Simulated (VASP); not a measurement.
# CoSi (P2_1) in VASP: single point with PBE

Aim: the single point of CoSi with PBE.

Program: VASP 6.6.1. These are calculated values, not measurements. Logs are shortened: lines on timing, memory, paths and dates and some standing lists are left out, and cuts for length are marked.

## (1) The cell of the first run

Symmetry: P2_1, No. 4, monoclinic system. Conventional cell: a = 4.431 Å, b = 4.431 Å, c = 10.862 Å, α = 90.00°, β = 90.00°, γ = 90.00°. Within 3.1 Å of Co (site symmetry 1) lie 6 Si at 2.32 to 2.43 Å and 5 Co at 2.72 Å. Co (site symmetry 1) has 7 Si at 2.32 to 2.43 Å and 6 Co at 2.72 Å within 3.1 Å. Within 3.1 Å of Co (site symmetry 1) lie 5 Si at 2.34 to 2.43 Å and 3 Co at 2.72 Å. Co (site symmetry 1) has 7 Si at 2.32 to 2.43 Å and 6 Co at 2.72 Å within 3.1 Å. Within 3.1 Å of Si (site symmetry 1) lie 6 Co at 2.32 to 2.43 Å and 5 Si at 2.74 Å. Within 3.1 Å of Si (site symmetry 1) lie 7 Co at 2.32 to 2.43 Å and 6 Si at 2.74 Å. Si (site symmetry 1) has 5 Co at 2.34 to 2.43 Å and 3 Si at 2.74 Å within 3.1 Å. Si (site symmetry 1) has 7 Co at 2.32 to 2.43 Å and 6 Si at 2.74 Å within 3.1 Å.

## (2) Single point, PBE (the distance across one plane changed)

File INCAR:

```
  PREC = Accurate
  ENCUT = 600
  EDIFF = 1E-6
  ISMEAR = 0
  SIGMA = 0.15
  LREAL = False
  LASPH = True
  NELM = 120
  ALGO = Normal
  ISIF = 2
  LWAVE = False
  LCHARG = True
  GGA = PE
  LELF = True
  LVHAR = True
  NBANDS = 66
  GGA_COMPAT = False
```

File KPOINTS:

```
Automatic mesh
0
Gamma
  9 9 5
```

File POSCAR:

```
CoSi
1.0
    0.0000000000     -4.4308490675      0.0000000000
    0.0000000000      0.0000000000     -4.4308490675
   10.8616981350      0.0000000000      0.0000000000
Co Si
8 8
Direct
    0.8549810878      0.8549810878      0.6710581000
    0.8549810878      0.8549810878      0.2631247352
    0.1450189122      0.3549810878      0.7567086768
    0.1450189122      0.3549810878      0.3487753120
    0.6450189122      0.1450189122      0.0591580528
    0.6450189122      0.1450189122      0.4670914176
    0.3549810878      0.6450189122      0.1448086296
    0.3549810878      0.6450189122      0.5527419944
    0.1568402896      0.1568402896      0.1399862953
    0.1568402896      0.1568402896      0.5479196601
    0.8431597104      0.6568402896      0.0639803871
    0.8431597104      0.6568402896      0.4719137519
    0.3431597104      0.8431597104      0.7518863425
    0.3431597104      0.8431597104      0.3439529777
    0.6568402896      0.3431597104      0.6758804342
    0.6568402896      0.3431597104      0.2679470695
```

Potentials or basis: VASP PAW PBE potentials, release 64 (Co, Si).

The run is started by

```
cat potpaw_PBE.64/Co/POTCAR potpaw_PBE.64/Si/POTCAR > POTCAR
mpirun -np 1 vasp_std > vasp.out
```

OUTCAR:

```text
PREC = Accurate
   ENCUT = 600
   EDIFF = 1E-6
   ISMEAR = 0
   LREAL = False
   LASPH = True
   NELM = 120
   ISIF = 2
   GGA = PE

 ion  position               nearest neighbor table
   1  0.855  0.855  0.671-  10 2.32  12 2.34  13 2.34  15 2.34  13 2.43  15 2.43   8 2.72   8 2.72
                             6 2.72   3 2.72   3 2.72
   2  0.855  0.855  0.263-   9 2.32  11 2.34  14 2.34  16 2.34  14 2.43  16 2.43  12 2.43   7 2.72
                             7 2.72   6 2.72   5 2.72   4 2.72   4 2.72
   3  0.145  0.355  0.757-  13 2.34  15 2.34  13 2.43  15 2.43  10 2.43   8 2.72   1 2.72   1 2.72

   4  0.145  0.355  0.349-  12 2.32  10 2.34  16 2.34  14 2.34  16 2.43  14 2.43   9 2.43   6 2.72
                             6 2.72   8 2.72   7 2.72   2 2.72   2 2.72
   5  0.645  0.145  0.059-   9 2.34  11 2.34   9 2.43  11 2.43  16 2.43   2 2.72   7 2.72   7 2.72

   6  0.645  0.145  0.467-  14 2.32  16 2.34  10 2.34  12 2.34  15 2.43  10 2.43  12 2.43   4 2.72
                             4 2.72   2 2.72   1 2.72   8 2.72   8 2.72
   7  0.355  0.645  0.145-  16 2.32  14 2.34  11 2.34   9 2.34  11 2.43   9 2.43   2 2.72   2 2.72
                             4 2.72   5 2.72   5 2.72
   8  0.355  0.645  0.553-  15 2.32  13 2.34  12 2.34  10 2.34  12 2.43  10 2.43  14 2.43   1 2.72
                             1 2.72   4 2.72   3 2.72   6 2.72   6 2.72
   9  0.157  0.157  0.140-   2 2.32   5 2.34   7 2.34   5 2.43   7 2.43   4 2.43  11 2.74  11 2.74
                            14 2.74  16 2.74  16 2.74
  10  0.157  0.157  0.548-   1 2.32   4 2.34   6 2.34   8 2.34   6 2.43   8 2.43   3 2.43  15 2.74
                            15 2.74  12 2.74  12 2.74  14 2.74  13 2.74
  11  0.843  0.657  0.064-   2 2.34   7 2.34   5 2.34   7 2.43   5 2.43   9 2.74   9 2.74  16 2.74

  12  0.843  0.657  0.472-   4 2.32   1 2.34   8 2.34   6 2.34   8 2.43   6 2.43   2 2.43  15 2.74
                            10 2.74  10 2.74  16 2.74  14 2.74  14 2.74
  13  0.343  0.843  0.752-   8 2.34   1 2.34   3 2.34   1 2.43   3 2.43  10 2.74  15 2.74  15 2.74

  14  0.343  0.843  0.344-   6 2.32   7 2.34   2 2.34   4 2.34   2 2.43   4 2.43   8 2.43  16 2.74
                            16 2.74   9 2.74  10 2.74  12 2.74  12 2.74
  15  0.657  0.343  0.676-   8 2.32   1 2.34   3 2.34   6 2.43   1 2.43   3 2.43  12 2.74  10 2.74
                            10 2.74  13 2.74  13 2.74
  16  0.657  0.343  0.268-   7 2.32   6 2.34   4 2.34   2 2.34   4 2.43   2 2.43   5 2.43  14 2.74
                            14 2.74  12 2.74  11 2.74   9 2.74   9 2.74

  LATTYP: Found a simple tetragonal cell.
 ALAT       =     4.4308490675
 C/A-ratio  =     2.4513807556

  Lattice vectors:

 A1 = (   0.0000000000,  -4.4308490675,   0.0000000000)
 A2 = (   0.0000000000,   0.0000000000,  -4.4308490675)
 A3 = (  10.8616981350,   0.0000000000,   0.0000000000)

Analysis of symmetry for initial positions (statically):
=====================================================================
 Subroutine PRICEL returns:
 Original cell was already a primitive cell.

 Routine SETGRP: Setting up the symmetry group for a
 simple tetragonal supercell.

 Subroutine GETGRP returns: Found  2 space group operations
 (whereof  1 operations were pure point group operations)
 out of a pool of 16 trial point group operations.

The static configuration has the point symmetry C_1 .
 The point group associated with its full space group is C_2 .

Analysis of symmetry for dynamics (positions and initial velocities):
=====================================================================
 Subroutine PRICEL returns:
 Original cell was already a primitive cell.

 Routine SETGRP: Setting up the symmetry group for a
 simple tetragonal supercell.

 Subroutine GETGRP returns: Found  2 space group operations
 (whereof  1 operations were pure point group operations)
 out of a pool of 16 trial point group operations.

The dynamic configuration has the point symmetry C_1 .
 The point group associated with its full space group is C_2 .

 Subroutine INISYM returns: Found  2 space group operations
 (whereof  1 operations are pure point group operations),
 and found     1 'primitive' translations

----------------------------------------------------------------------------------------

                                     Primitive cell

  volume of cell :     213.2415

  direct lattice vectors                    reciprocal lattice vectors
     0.000000000 -4.430849067  0.000000000     0.000000000 -0.225690378  0.000000000
     0.000000000  0.000000000 -4.430849067     0.000000000  0.000000000 -0.225690378
    10.861698135  0.000000000  0.000000000     0.092066635  0.000000000  0.000000000

  length of vectors
     4.430849067  4.430849067 10.861698135     0.225690378  0.225690378  0.092066635

  position of ions in fractional coordinates (direct lattice)
     0.854981088  0.854981088  0.671058100
     0.854981088  0.854981088  0.263124735
     0.145018912  0.354981088  0.756708677
     0.145018912  0.354981088  0.348775312
     0.645018912  0.145018912  0.059158053
     0.645018912  0.145018912  0.467091418
[... 8 lines left out ...]
     0.656840290  0.343159710  0.675880434
     0.656840290  0.343159710  0.267947070

  ion indices of the primitive-cell ions
   primitive index   ion index
                 1           1
                 2           2
                 3           3
                 4           4
                 5           5
                 6           6
[... 8 lines left out ...]
                15          15
                16          16

----------------------------------------------------------------------------------------

 KPOINTS: Automatic mesh

Automatic generation of k-mesh.
 Grid dimensions read from file:
 generate k-points for:    9    9    5

 Generating k-lattice:

  Cartesian coordinates                     Fractional coordinates (reciprocal lattice)
     0.000000000 -0.025076709  0.000000000     0.111111111  0.000000000  0.000000000
     0.000000000  0.000000000 -0.025076709     0.000000000  0.111111111  0.000000000
     0.018413327  0.000000000  0.000000000     0.000000000  0.000000000  0.200000000

  Length of vectors
     0.025076709  0.025076709  0.018413327

  Shift w.r.t. Gamma in fractional coordinates (k-lattice)
     0.000000000  0.000000000  0.000000000

 Subroutine IBZKPT returns following result:
 ===========================================

 Found    115 irreducible k-points:

 Following reciprocal coordinates:
            Coordinates               Weight
  0.000000  0.000000  0.000000      1.000000
  0.111111  0.000000  0.000000      2.000000
  0.000000  0.111111  0.000000      2.000000
  0.222222  0.000000  0.000000      2.000000
  0.000000  0.222222  0.000000      2.000000
  0.333333  0.000000  0.000000      2.000000
[... 16 lines left out ...]
  0.444444  0.333333  0.000000      4.000000
 -0.333333  0.444444  0.000000      4.000000
 [... further k-points ...]
   k-points           NKPTS =    115   k-points in BZ     NKDIM =    115   number of bands    NBANDS=     66
   number of dos      NEDOS =    301   number of ions     NIONS =     16
   total plane-waves  NPLWV = 116640
   dimension x,y,z NGX =    36 NGY =   36 NGZ =   90
   dimension x,y,z NGXF=    72 NGYF=   72 NGZF=  180
   ions per type =               8   8
   NGX,Y,Z   is equivalent  to a cutoff of  13.51, 13.51, 13.78 a.u.
   NGXF,Y,Z  is equivalent  to a cutoff of  27.01, 27.01, 27.55 a.u.
 SYSTEM =  unknown system
   PREC   = accura    normal or accurate (medium, high low for compatibility)
   ISTART =      0    job   : 0-new  1-cont  2-samecut
   ICHARG =      2    charge: 1-file 2-atom 10-const
   ISPIN  =      1    spin polarized calculation?
   LNONCOLLINEAR =      F non collinear calculations
   LSORBIT =      F    spin-orbit coupling
   LASPH  =      T    aspherical Exc in radial PAW
   ENCUT  =  600.0 eV  44.10 Ry    6.64 a.u.   8.85  8.85 21.69*2*pi/ulx,y,z
   NELM   =    120;   NELMIN=  2; NELMDL= -5     # of ELM steps
   EDIFF  = 0.1E-05   stopping-criterion for ELM
   LREAL  =      F    real-space projection
   EDIFFG = 0.1E-04   stopping-criterion for IOM
   NSW    =      0    number of steps for IOM
   IBRION =     -1    ionic relax: 0-MD 1-quasi-New 2-CG
   NFREE  =      0    steps in history (QN), initial steepest desc. (CG)
   ISIF   =      2    stress and relaxation
   ISYM   =      2    0-nonsym 1-usesym 2-fastsym
   POTIM  = 0.5000    time-step for ionic-motion
   TEBEG  =    0.0;   TEEND  =   0.0 temperature during run
   PSTRESS=    0.0 pullay stress
   NELECT =     104.0000    total number of electrons
   NUPDOWN=      -1.0000    fix difference up-down
   EMIN   =  10.00;   EMAX   =-10.00  energy-range for DOS
   EFERMI =   0.00;   METHOD = LEGACY
   ISMEAR =     0;   SIGMA  =   0.15  broadening in eV -4-tet -1-fermi 0-gaus
   EFERMI_NEDOS =   21; number of points for ismear=-14 and -15
   IALGO  =     38    algorithm
   IMIX   =      4    mixing-type and parameters
     AMIX     =   0.40;   BMIX     =  1.00
     AMIX_MAG =   1.60;   BMIX_MAG =  1.00
  volume/ion in A,a.u.               =      13.33        89.94
  Fermi-wavevector in a.u.,A,eV,Ry     =   1.288631  2.435160 22.593441  1.660571
  Thomas-Fermi vector in A             =   2.420573
   LORBIT       =      0    0 simple, 1 ext, 2 COOP (PROOUT), +10 PAW based schemes
   GGA     = PE    functional components
   LHFCALC =     F    Hartree Fock is set to
   AEXX    =    0.0000 exact exchange contribution
   IVDW    =     0    specifies the selected vdW correction
   LEPSILON=     F    determine dielectric tensor
   LRPA    =     F    only Hartree local field effects (RPA)
 non-spin polarized calculation
 Gauss-broadening in eV      SIGMA  =   0.15
  energy-cutoff  :      600.00
  volume of cell :      213.24
 maximum number of plane-waves:      7162
   NGX = 17   NGY = 17   NGZ = 43

 number of electron     104.0000008 magnetization

 Free energy of the ion-electron system (eV)
  ---------------------------------------------------
  ext. energy  EPLUGINS =         0.00000000
  ---------------------------------------------------
  free energy    TOTEN  =      -104.83032569 eV

  energy without entropy =     -104.73155787  energy(sigma->0) =     -104.78094178

 E-fermi :   9.0653     XC(G=0): -11.5294

 val. band max:        9.0636844379   @ k =   0.1111   0.0000   0.4000
 cond. band min:       9.0669598980   @ k =   0.2222  -0.4444   0.2000
 fundamental gap:      0.0032754601
 Fermi energy:         9.0652658606

 k-point     1 :       0.0000    0.0000    0.0000
  band No.  band energies     occupation
      1      -4.1970      2.00000
      2      -2.9356      2.00000
      3      -1.3187      2.00000
      4       0.5418      2.00000
      5       1.1864      2.00000
      6       1.6068      2.00000
[... 56 lines left out ...]
     63      12.1928      0.00000
     64      12.2118      0.00000

 k-point     2 :       0.1111    0.0000    0.0000
  band No.  band energies     occupation
      1      -4.1063      2.00000
      2      -2.8501      2.00000
      3      -1.2483      2.00000
      4       0.2966      2.00000
      5       1.1966      2.00000
      6       1.5553      2.00000
[... 56 lines left out ...]
     63      11.8968      0.00000
     64      12.0230      0.00000

 k-point     3 :       0.0000    0.1111    0.0000
  band No.  band energies     occupation
      1      -4.1063      2.00000
      2      -2.8501      2.00000
      3      -1.2506      2.00000
      4       0.5884      2.00000
      5       0.7151      2.00000
      6       1.6907      2.00000
[... 1396 lines left out ...]
     63      12.9855      0.00000
     64      13.1080      0.00000

 k-point    24 :      -0.3333    0.4444    0.0000
  band No.  band energies     occupation
      1      -2.0728      2.00000
      2      -1.4419      2.00000
      3      -1.0783      2.00000
      4      -0.1321      2.00000
      5       0.2093      2.00000
      6       0.5704      2.00000
[... 56 lines left out ...]
     63      12.7946      0.00000
     64      13.0851      0.00000

 [... further k-points ...]

 [bands above 64 left out]

------------------------ aborting loop because EDIFF is reached ----------------------------------------

  FORCE on cell =-STRESS in cart. coord.  units (eV):
  Direction    XX          YY          ZZ          XY          YZ          ZX
  --------------------------------------------------------------------------------------
  -------------------------------------------------------------------------------------
  Total       -4.8625942     -8.8934358     -8.7719959      0.0000000      0.0000000     -0.7956420
  in kB      -36.5348200    -66.8203147    -65.9078827      0.0000000      0.0000000     -5.9780100
  external PRESSURE =     -56.4210058 kB  Pullay stress =       0.0000000 kB

 VOLUME and BASIS-vectors are now :
 -----------------------------------------------------------------------------
  energy-cutoff  :      600.00
  volume of cell :      213.24
      direct lattice vectors                 reciprocal lattice vectors
     0.000000000 -4.430849067  0.000000000     0.000000000 -0.225690378  0.000000000
     0.000000000  0.000000000 -4.430849067     0.000000000  0.000000000 -0.225690378
    10.861698135  0.000000000  0.000000000     0.092066635  0.000000000  0.000000000

 POSITION                                       TOTAL-FORCE (eV/Angst)
 -----------------------------------------------------------------------------------
      7.28883     -3.78829     -3.78829        -0.188207      0.405023      0.060051
      2.85798     -3.78829     -3.78829         0.348872      0.054893      0.038590
      8.21914     -0.64256     -1.57287        -0.617326     -0.511016      0.252687
      3.78829     -0.64256     -1.57287        -0.064995      0.058654      0.028438
      0.64256     -2.85798     -0.64256         0.617326     -0.511016     -0.252687
      5.07341     -2.85798     -0.64256         0.064995      0.058654     -0.028438
[... 8 lines left out ...]
      7.34121     -2.91036     -1.52049         0.968093     -0.105615      0.089738
      2.91036     -2.91036     -1.52049        -0.430448      0.007411     -0.065051
 -----------------------------------------------------------------------------------
    total drift:                                0.000004      0.000133      0.000002

  FREE ENERGIE OF THE ION-ELECTRON SYSTEM (eV)
  ---------------------------------------------------
  free  energy   TOTEN  =      -104.8303256920 eV

  energy  without entropy=     -104.7315578691  energy(sigma->0) =     -104.78094178
```

Wall time 43 min (1 thread of Intel Xeon 6975P-C (Granite Rapids), shared host); peak memory 1.3 GiB.

What came out:

- Free energy: -104.8303 eV
- Pressure: -5.6 GPa
- Largest force: 0.978 eV/Å
- Band gap on the k mesh: zero (bands 52 and 53 overlap by 0.28 eV)

Forces on the atoms (eV/Å):
```
Co  -0.188  0.405  0.060
Co   0.349  0.055  0.039
Co  -0.617 -0.511  0.253
Co  -0.065  0.059  0.028
Co   0.617 -0.511 -0.253
Co   0.065  0.059 -0.028
Co   0.188  0.405 -0.060
Co  -0.349  0.055 -0.039
Si  -0.968 -0.106 -0.090
Si   0.430  0.007  0.065
Si  -0.220  0.103  0.486
Si   0.178 -0.012 -0.018
Si   0.220  0.103 -0.486
Si  -0.178 -0.012  0.018
Si   0.968 -0.106  0.090
Si  -0.430  0.007 -0.065
```

Stress tensor (GPa, compression positive):
```
-3.65  0.00 -0.60
 0.00 -6.68  0.00
-0.60  0.00 -6.59
```

Levels at points of the mesh, in eV from the Fermi level:
```csv
k point,band 49,band 50,band 51,band 52,band 53,band 54,band 55,band 56
"(0.00, 0.00, 0.00)",-0.44,-0.29,-0.10,-0.09,0.28,0.54,0.88,1.27
```

Caveat: the cell differs from its parent crystal (the distance across one plane changed); the cell stands under tension. Spin polarisation is off, so any magnetic state and its effect on volume and gap are missing.
